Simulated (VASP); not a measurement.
# ZrC in VASP: notebook, part 2 of 2

VASP 6.6.1. Earlier steps stand in the parts before.

### Step 4. Single point, PBE

This run uses another cell than the first one, of 13.87 Å³/atom.

INCAR

```
  PREC = Accurate
  ENCUT = 520
  EDIFF = 1E-6
  ISMEAR = 0
  SIGMA = 0.05
  LREAL = F
  LASPH = T
  NELM = 100
  ALGO = Normal
  ISIF = 2
  LWAVE = F
  LCHARG = F
  GGA = PE
  NBANDS = 24
```

KPOINTS

```
regular mesh
0
Gamma
  8 8 12
```

POSCAR

```
ZrC
1.0
    4.2425692316      0.0000000000      0.0000000000
    0.0000000000      4.2001435393      0.0000000000
    0.0000000000      0.0000000000      3.1123587551
Zr C
2 2
Direct
    0.5000000000      0.0000000000      0.2282707802
    0.0000000000      0.5000000000      0.7717292198
    0.0000000000      0.0000000000      0.0000000000
    0.5000000000      0.5000000000      0.0000000000
```

Potentials or basis: VASP PAW PBE potentials, release 64 (Zr_sv, C).

Command:

```bash
cat potpaw_PBE.64/Zr_sv/POTCAR potpaw_PBE.64/C/POTCAR > POTCAR
mpirun -np 1 vasp_std > vasp.out
```

OUTCAR:

```text
PREC = Accurate
   ENCUT = 520
   EDIFF = 1E-6
   ISMEAR = 0
   LREAL = F
   LASPH = T
   NELM = 100
   ISIF = 2
   GGA = PE

 ion  position               nearest neighbor table
   1  0.500  0.000  0.228-   4 2.22   4 2.22   3 2.24   3 2.24   2 3.31   2 3.31   2 3.31   2 3.31
                             2 3.43   2 3.43   2 3.43   2 3.43
   2  0.000  0.500  0.772-   3 2.22   3 2.22   4 2.24   4 2.24   1 3.31   1 3.31   1 3.31   1 3.31
                             1 3.43   1 3.43   1 3.43   1 3.43
   3  0.000  0.000  0.000-   2 2.22   2 2.22   1 2.24   1 2.24
   4  0.500  0.500  0.000-   1 2.22   1 2.22   2 2.24   2 2.24

  LATTYP: Found a simple orthorhombic cell.
 ALAT       =     3.1123587551
 B/A-ratio  =     1.3495049478
 C/A-ratio  =     1.3631363109

  Lattice vectors:

 A1 = (   0.0000000000,   0.0000000000,  -3.1123587551)
 A2 = (   0.0000000000,   4.2001435393,   0.0000000000)
 A3 = (   4.2425692316,   0.0000000000,   0.0000000000)

Analysis of symmetry for initial positions (statically):
=====================================================================
 Subroutine PRICEL returns:
 Original cell was already a primitive cell.

 Routine SETGRP: Setting up the symmetry group for a
 simple orthorhombic supercell.

 Subroutine GETGRP returns: Found  8 space group operations
 (whereof  4 operations were pure point group operations)
 out of a pool of  8 trial point group operations.

The static configuration has the point symmetry C_2v.
 The point group associated with its full space group is D_2h.

Analysis of symmetry for dynamics (positions and initial velocities):
=====================================================================
 Subroutine PRICEL returns:
 Original cell was already a primitive cell.

 Routine SETGRP: Setting up the symmetry group for a
 simple orthorhombic supercell.

 Subroutine GETGRP returns: Found  8 space group operations
 (whereof  4 operations were pure point group operations)
 out of a pool of  8 trial point group operations.

The dynamic configuration has the point symmetry C_2v.
 The point group associated with its full space group is D_2h.

 Subroutine INISYM returns: Found  8 space group operations
 (whereof  4 operations are pure point group operations),
 and found     1 'primitive' translations

----------------------------------------------------------------------------------------

                                     Primitive cell

  volume of cell :      55.4604

  direct lattice vectors                    reciprocal lattice vectors
     4.242569232  0.000000000  0.000000000     0.235706230  0.000000000  0.000000000
     0.000000000  4.200143539  0.000000000     0.000000000  0.238087101  0.000000000
     0.000000000  0.000000000  3.112358755     0.000000000  0.000000000  0.321299721

  length of vectors
     4.242569232  4.200143539  3.112358755     0.235706230  0.238087101  0.321299721

  position of ions in fractional coordinates (direct lattice)
     0.500000000  0.000000000  0.228270780
     0.000000000  0.500000000  0.771729220
     0.000000000  0.000000000  0.000000000
     0.500000000  0.500000000  0.000000000

  ion indices of the primitive-cell ions
[... 28 lines left out ...]
 ===========================================

 Found    175 irreducible k-points:

 Following reciprocal coordinates:
            Coordinates               Weight
  0.000000  0.000000  0.000000      1.000000
  0.125000  0.000000  0.000000      2.000000
  0.250000  0.000000  0.000000      2.000000
  0.375000  0.000000  0.000000      2.000000
  0.500000  0.000000  0.000000      1.000000
  0.000000  0.125000  0.000000      2.000000
[... 16 lines left out ...]
  0.250000  0.500000  0.000000      2.000000
  0.375000  0.500000  0.000000      2.000000
 [... further k-points ...]
   k-points           NKPTS =    175   k-points in BZ     NKDIM =    175   number of bands    NBANDS=     24
   number of dos      NEDOS =    301   number of ions     NIONS =      4
   total plane-waves  NPLWV =  24576
   dimension x,y,z NGX =    32 NGY =   32 NGZ =   24
   dimension x,y,z NGXF=    64 NGYF=   64 NGZF=   48
   ions per type =               2   2
   NGX,Y,Z   is equivalent  to a cutoff of  12.54, 12.67, 12.82 a.u.
   NGXF,Y,Z  is equivalent  to a cutoff of  25.08, 25.33, 25.64 a.u.
 SYSTEM =  unknown system
   PREC   = accura    normal or accurate (medium, high low for compatibility)
   ISTART =      0    job   : 0-new  1-cont  2-samecut
   ICHARG =      2    charge: 1-file 2-atom 10-const
   ISPIN  =      1    spin polarized calculation?
   LNONCOLLINEAR =      F non collinear calculations
   LSORBIT =      F    spin-orbit coupling
   LASPH  =      T    aspherical Exc in radial PAW
   ENCUT  =  520.0 eV  38.22 Ry    6.18 a.u.   7.89  7.81  5.79*2*pi/ulx,y,z
   NELM   =    100;   NELMIN=  2; NELMDL= -5     # of ELM steps
   EDIFF  = 0.1E-05   stopping-criterion for ELM
   LREAL  =      F    real-space projection
   EDIFFG = 0.1E-04   stopping-criterion for IOM
   NSW    =      0    number of steps for IOM
   IBRION =     -1    ionic relax: 0-MD 1-quasi-New 2-CG
   NFREE  =      0    steps in history (QN), initial steepest desc. (CG)
   ISIF   =      2    stress and relaxation
   ISYM   =      2    0-nonsym 1-usesym 2-fastsym
   POTIM  = 0.5000    time-step for ionic-motion
   TEBEG  =    0.0;   TEEND  =   0.0 temperature during run
   PSTRESS=    0.0 pullay stress
   NELECT =      32.0000    total number of electrons
   NUPDOWN=      -1.0000    fix difference up-down
   EMIN   =  10.00;   EMAX   =-10.00  energy-range for DOS
   EFERMI =   0.00;   METHOD = LEGACY
   ISMEAR =     0;   SIGMA  =   0.05  broadening in eV -4-tet -1-fermi 0-gaus
   EFERMI_NEDOS =   21; number of points for ismear=-14 and -15
   IALGO  =     38    algorithm
   IMIX   =      4    mixing-type and parameters
     AMIX     =   0.40;   BMIX     =  1.00
     AMIX_MAG =   1.60;   BMIX_MAG =  1.00
  volume/ion in A,a.u.               =      13.87        93.57
  Fermi-wavevector in a.u.,A,eV,Ry     =   1.362900  2.575507 25.272764  1.857496
  Thomas-Fermi vector in A             =   2.489349
   LORBIT       =      0    0 simple, 1 ext, 2 COOP (PROOUT), +10 PAW based schemes
   GGA     = PE    functional components
   LHFCALC =     F    Hartree Fock is set to
   AEXX    =    0.0000 exact exchange contribution
   IVDW    =     0    specifies the selected vdW correction
   LEPSILON=     F    determine dielectric tensor
   LRPA    =     F    only Hartree local field effects (RPA)
 non-spin polarized calculation
 Gauss-broadening in eV      SIGMA  =   0.05
  energy-cutoff  :      520.00
  volume of cell :       55.46
 maximum number of plane-waves:      1526
 NGX is ok and might be reduce to    32
   NGX = 15   NGY = 15   NGZ = 11

 number of electron      32.0000001 magnetization

 Free energy of the ion-electron system (eV)
  ---------------------------------------------------
  ext. energy  EPLUGINS =         0.00000000
  ---------------------------------------------------
  free energy    TOTEN  =       -36.03307955 eV

  energy without entropy =      -36.03255115  energy(sigma->0) =      -36.03281535

 E-fermi :   9.5299     XC(G=0): -11.7211

 val. band max:        9.5015925432   @ k =   0.2500   0.2500   0.2500
 cond. band min:       9.5909869095   @ k =   0.1250   0.1250   0.1667
 fundamental gap:      0.0893943663
 Fermi energy:         9.5299325001

 k-point     1 :       0.0000    0.0000    0.0000
  band No.  band energies     occupation
      1     -39.2512      2.00000
      2     -39.1321      2.00000
      3     -17.5689      2.00000
      4     -17.5624      2.00000
      5     -17.1500      2.00000
      6     -17.0691      2.00000
[... 637 lines left out ...]
     23      14.3667      0.00000
     24      14.3667      0.00000

 [... further k-points ...]

------------------------ aborting loop because EDIFF is reached ----------------------------------------

  FORCE on cell =-STRESS in cart. coord.  units (eV):
  Direction    XX          YY          ZZ          XY          YZ          ZX
  --------------------------------------------------------------------------------------
  -------------------------------------------------------------------------------------
  Total        0.6823550      1.4260300      0.3380820      0.0000000      0.0000000      0.0000000
  in kB       19.7123433     41.1961391      9.7667454      0.0000000      0.0000000      0.0000000
  external PRESSURE =      23.5584093 kB  Pullay stress =       0.0000000 kB

 VOLUME and BASIS-vectors are now :
 -----------------------------------------------------------------------------
  energy-cutoff  :      520.00
  volume of cell :       55.46
      direct lattice vectors                 reciprocal lattice vectors
     4.242569232  0.000000000  0.000000000     0.235706230  0.000000000  0.000000000
     0.000000000  4.200143539  0.000000000     0.000000000  0.238087101  0.000000000
     0.000000000  0.000000000  3.112358755     0.000000000  0.000000000  0.321299721

 POSITION                                       TOTAL-FORCE (eV/Angst)
 -----------------------------------------------------------------------------------
      2.12128      0.00000      0.71046         0.000000      0.000000      0.121917
      0.00000      2.10007      2.40190         0.000000      0.000000     -0.121917
      0.00000      0.00000      0.00000         0.000000      0.000000      0.142836
      2.12128      2.10007      0.00000         0.000000      0.000000     -0.142836
 -----------------------------------------------------------------------------------
    total drift:                                0.000000      0.000000      0.000000

  FREE ENERGIE OF THE ION-ELECTRON SYSTEM (eV)
  ---------------------------------------------------
  free  energy   TOTEN  =       -36.0330795545 eV

  energy  without entropy=      -36.0325511477  energy(sigma->0) =      -36.03281535
```

Wall time 91 s (1 thread of AMD EPYC 9R45 (Zen 5), shared host); peak memory 0.28 GiB.

What came out:

```yaml
Free_energy: -36.0331 eV
Pressure: 2.4 GPa
Largest_force: 0.143 eV/Å
Band_gap_on_the_k_mesh: zero (bands 16 and 17 overlap by 0.88 eV)
```

Forces in eV/Å, atoms in the order of the input:
```
Zr   0.000  0.000  0.122
Zr   0.000  0.000 -0.122
C    0.000  0.000  0.143
C    0.000  0.000 -0.143
```

Levels at points of the mesh, in eV from the Fermi level:
```tsv
k point	band 13	band 14	band 15	band 16	band 17	band 18	band 19	band 20
(0.00, 0.00, 0.00)	-2.54	-1.08	-0.65	-0.50	-0.10	-0.07	2.58	2.67
(0.50, 0.00, 0.00)	-2.61	-2.61	-1.84	-1.84	1.29	1.29	2.24	2.24
(0.00, 0.50, 0.00)	-2.70	-2.70	-1.79	-1.79	1.23	1.23	2.30	2.30
(0.50, 0.50, 0.00)	-2.69	-2.69	-0.86	-0.86	0.61	0.61	1.03	1.03
(0.00, 0.00, 0.50)	-3.73	-3.70	-2.17	-2.10	0.90	2.29	3.21	3.44
(0.50, 0.00, 0.50)	-3.77	-3.77	-2.65	-2.65	2.58	2.58	3.69	3.69
(0.00, 0.50, 0.50)	-3.79	-3.79	-2.63	-2.63	2.67	2.67	3.68	3.68
(0.50, 0.50, 0.50)	-3.90	-3.90	-2.10	-2.10	1.14	1.14	3.00	3.00
```

### Step 5. Single point, PBE (atom 4 (C) moved 0.05 Å along y)

INCAR

```
SYSTEM = ZrC
PREC = Accurate
ENCUT = 520
EDIFF = 1E-6
ISMEAR = 0
SIGMA = 0.05
LREAL = .FALSE.
LASPH = .TRUE.
NELM = 80
ALGO = Normal
ISIF = 2
LWAVE = .FALSE.
LCHARG = .FALSE.
GGA = PE
NBANDS = 24
```

KPOINTS

```
Automatic mesh
0
G
  8 8 12
  0 0 0
```

POSCAR

```
ZrC
1.0
    4.2425692316      0.0000000000      0.0000000000
    0.0000000000      4.2425692316      0.0000000000
    0.0000000000      0.0000000000      3.1123587551
Zr C
2 2
Direct
    0.5000000000      0.0000000000      0.2282707802
    0.0000000000      0.5000000000      0.7717292198
    0.0000000000      0.0000000000      0.0000000000
    0.5000000000      0.5117853115      0.0000000000
```

Command:

```bash
cat potpaw_PBE.64/Zr_sv/POTCAR potpaw_PBE.64/C/POTCAR > POTCAR
mpirun -np 1 vasp_std > vasp.out
```

It took 2.2 min on 1 thread of AMD EPYC 9R45 (Zen 5), shared host; peak memory 0.35 GiB.

It converged, with:

| Item | Value |
| --- | --- |
| Free energy | -36.0269 eV |
| Pressure | 0.3 GPa |
| Largest force | 0.560 eV/Å |
| Band gap on the k mesh | zero (bands 16 and 17 overlap by 0.81 eV) |

Forces in eV/Å, atoms in the order of the input:
```
Zr   0.000  0.237  0.047
Zr   0.000  0.068 -0.018
C    0.000  0.255 -0.002
C    0.000 -0.560 -0.026
```

Stress tensor (GPa, compression positive):
```
0.27 0.00 0.00
0.00 0.48 0.76
0.00 0.76 0.16
```

Levels at points of the mesh, in eV from the Fermi level:
```
           k point  band 14  band 15  band 16  band 17  band 18  band 19
(0.00, 0.00, 0.00)    -1.07    -0.59    -0.53    -0.07    -0.05     2.62
(0.50, 0.00, 0.00)    -2.63    -1.78    -1.78     1.27     1.28     2.26
(0.00, 0.50, 0.00)    -2.53    -1.82    -1.75     1.22     1.34     2.25
(0.50, 0.50, 0.00)    -2.65    -0.87    -0.86     0.65     0.66     1.08
(0.00, 0.00, 0.50)    -3.67    -2.11    -2.10     0.90     2.28     3.27
(0.50, 0.00, 0.50)    -3.68    -2.61    -2.60     2.57     2.60     3.64
(0.00, 0.50, 0.50)    -3.65    -2.65    -2.57     2.58     2.62     3.57
(0.50, 0.50, 0.50)    -3.83    -2.06    -2.06     1.12     1.14     2.99
```

Caveat: the cell differs from its parent crystal (atom 4 (C) moved 0.05 Å along y).

### Step 6. Single point, PBE (atom 2 (Zr) moved 0.02 Å along x)

INCAR: that of step 5 with these lines changed.

```diff
@@ -8,3 +8,3 @@
 LASPH = .TRUE.
-NELM = 80
+NELM = 60
 ALGO = Normal
```

KPOINTS

```
regular mesh
0
G
  8 8 12
  0 0 0
```

POSCAR

```
ZrC
1.0
    4.2425692316      0.0000000000      0.0000000000
    0.0000000000      4.2425692316      0.0000000000
    0.0000000000      0.0000000000      3.1123587551
Zr C
2 2
Direct
    0.5000000000      0.0000000000      0.2282707802
    0.0047141246      0.5000000000      0.7717292198
    0.0000000000      0.0000000000      0.0000000000
    0.5000000000      0.5000000000      0.0000000000
```

Potentials or basis: VASP PAW PBE potentials, release 64 (Zr_sv, C).

Command:

```bash
cat potpaw_PBE.64/Zr_sv/POTCAR potpaw_PBE.64/C/POTCAR > POTCAR
mpirun -np 1 vasp_std > vasp.out
```

Run time: 2.2 min. Hardware: 1 thread of AMD EPYC 9R45 (Zen 5), shared host; peak memory 0.35 GiB.

Results (log left out):

```yaml
Free_energy: -36.0383 eV
Pressure: 0.2 GPa
Largest_force: 0.255 eV/Å
Band_gap_on_the_k_mesh: zero (bands 16 and 17 overlap by 0.89 eV)
```

Forces on the atoms (eV/Å):
```
Zr   0.134  0.000  0.020
Zr  -0.253  0.000 -0.024
C    0.027  0.000  0.000
C    0.093  0.000  0.004
```

Stress tensor (GPa, compression positive):
```
0.28 0.00 0.36
0.00 0.24 0.00
0.36 0.00 0.10
```

Levels at points of the mesh, in eV from the Fermi level:
```csv
k point,band 13,band 14,band 15,band 16,band 17,band 18,band 19,band 20
"(0.00, 0.00, 0.00)",-2.56,-1.06,-0.59,-0.53,-0.08,-0.08,2.62,2.62
"(0.50, 0.00, 0.00)",-2.65,-2.61,-1.82,-1.74,1.24,1.31,2.22,2.32
"(0.00, 0.50, 0.00)",-2.63,-2.63,-1.78,-1.78,1.27,1.27,2.27,2.27
"(0.50, 0.50, 0.00)",-2.66,-2.66,-0.86,-0.86,0.65,0.65,1.08,1.08
"(0.00, 0.00, 0.50)",-3.68,-3.67,-2.11,-2.11,0.91,2.28,3.26,3.26
"(0.50, 0.00, 0.50)",-3.73,-3.72,-2.63,-2.59,2.60,2.60,3.60,3.67
"(0.00, 0.50, 0.50)",-3.73,-3.73,-2.61,-2.61,2.59,2.60,3.64,3.64
"(0.50, 0.50, 0.50)",-3.86,-3.86,-2.06,-2.06,1.14,1.14,2.99,2.99
```

Caveat: the cell differs from its parent crystal (atom 2 (Zr) moved 0.02 Å along x).

### Step 7. Relaxation of shape and atoms at fixed volume, PBE (13.23 Å³/atom)

This run uses another cell than the first one, of 13.23 Å³/atom.

INCAR

```
PREC = Accurate
ENCUT = 600
EDIFF = 1E-7
ISMEAR = 0
SIGMA = 0.05
LREAL = F
LASPH = T
NELM = 100
ALGO = Normal
ISIF = 4
LWAVE = F
LCHARG = F
GGA = PE
IBRION = 2
NSW = 60
EDIFFG = -0.01
```

KPOINTS

```
regular mesh
0
Gamma
  8 8 12
```

POSCAR

```
ZrC
1.0
    4.1958766342      0.0000000000      0.0000000000
    0.0000000000      4.1958766342      0.0000000000
    0.0000000000      0.0000000000      3.0070033677
Zr C
2 2
Direct
    0.5000000000      0.0000000000      0.2433932836
    0.0000000000      0.5000000000      0.7566067164
    0.0000000000      0.0000000000      0.0000000000
    0.5000000000      0.5000000000      0.0000000000
```

Command:

```bash
cat potpaw_PBE.64/Zr_sv/POTCAR potpaw_PBE.64/C/POTCAR > POTCAR
mpirun -np 1 vasp_std > vasp.out
```

Run time: 3.2 min. Hardware: 1 thread of AMD EPYC 9R45 (Zen 5), shared host; peak memory 0.24 GiB.

Results (log left out):

```yaml
Free_energy: -35.9958 eV
Energy_gained_by_relaxing: 1.3 meV/atom
Ionic_steps: 5
Pressure_after_relaxing: 5.0 GPa
Largest_force_after_relaxing: 0.006 eV/Å
Band_gap_on_the_k_mesh: zero (bands 16 and 17 overlap by 1.02 eV)
```

Forces on the atoms (eV/Å):
```
Zr   0.000  0.000  0.006
Zr   0.000  0.000 -0.006
C    0.000  0.000  0.000
C    0.000  0.000  0.000
```

Step by step:
```tsv
step	energy change (eV)	largest force (eV/Å)	pressure (GPa)	volume (Å³)
1	0.0000	0.1833	6.71	52.94
2	-0.0038	0.1047	5.80	52.94
3	-0.0048	0.0366	5.00	52.94
4	-0.0048	0.0399	5.04	52.94
5	-0.0051	0.0057	4.96	52.94
```

Final structure:
```yaml
crystal:
  lattice:
    - [4.20866, 0.00000, 0.00000]
    - [0.00000, 4.20866, 0.00000]
    - [0.00000, 0.00000, 2.98876]
  atoms:
    - { symbol: Zr, position: [0.50000, 0.00000, 0.24991] }
    - { symbol: Zr, position: [0.00000, 0.50000, 0.75009] }
    - { symbol: C, position: [0.00000, 0.00000, 0.00000] }
    - { symbol: C, position: [0.50000, 0.50000, 0.00000] }
```

Levels at points of the mesh, in eV from the Fermi level:
```
           k point  band 14  band 15  band 16  band 17  band 18  band 19
(0.00, 0.00, 0.00)    -1.37    -0.64    -0.36    -0.10    -0.10     2.77
(0.50, 0.00, 0.00)    -2.76    -1.85    -1.85     1.38     1.38     2.19
(0.50, 0.50, 0.00)    -2.79    -1.02    -1.02     0.83     0.83     1.31
(0.00, 0.00, 0.50)    -4.16    -2.38    -2.38     1.23     1.80     3.52
(0.50, 0.00, 0.50)    -4.10    -2.57    -2.57     2.50     2.50     3.50
(0.50, 0.50, 0.50)    -3.80    -1.97    -1.97     0.94     0.94     2.71
```

### Step 8. Overview

```tsv
task	cell	cutoff (eV)	smearing	gap on the mesh (eV)	pressure (GPa)	largest force (eV/Å)
single point	a = 4.243, b = 4.243, c = 3.112 Å, 4 atoms, atomic positions A	520	tetrahedron	none	0.3	0.06
single point	a = 4.158, b = 4.243, c = 3.112 Å, 4 atoms, atomic positions A	520	gaussian 0.05 eV	none	4.7	0.30
single point	a = 4.243, b = 4.200, c = 3.112 Å, 4 atoms, atomic positions A	520	gaussian 0.05 eV	none	2.4	0.14
single point	a = 4.243, b = 4.243, c = 3.112 Å, 4 atoms, atomic positions B	520	gaussian 0.05 eV	none	0.3	0.56
single point	a = 4.243, b = 4.243, c = 3.112 Å, 4 atoms, atomic positions C	520	gaussian 0.05 eV	none	0.2	0.25
relaxation of shape and atoms at fixed volume	relaxed from a = 4.196, b = 4.196, c = 3.007 Å, 4 atoms, atomic positions D	600	gaussian 0.05 eV	none	5.0	0.01
```

Alike in all rows: level PBE; potentials or basis VASP PAW PBE potentials, release 64 (Zr_sv, C); no spin polarisation; k mesh 8 × 8 × 12.

Caveats: the cell stands under pressure (at least some runs).

Absolute energies hang on the potentials; compare differences alone.
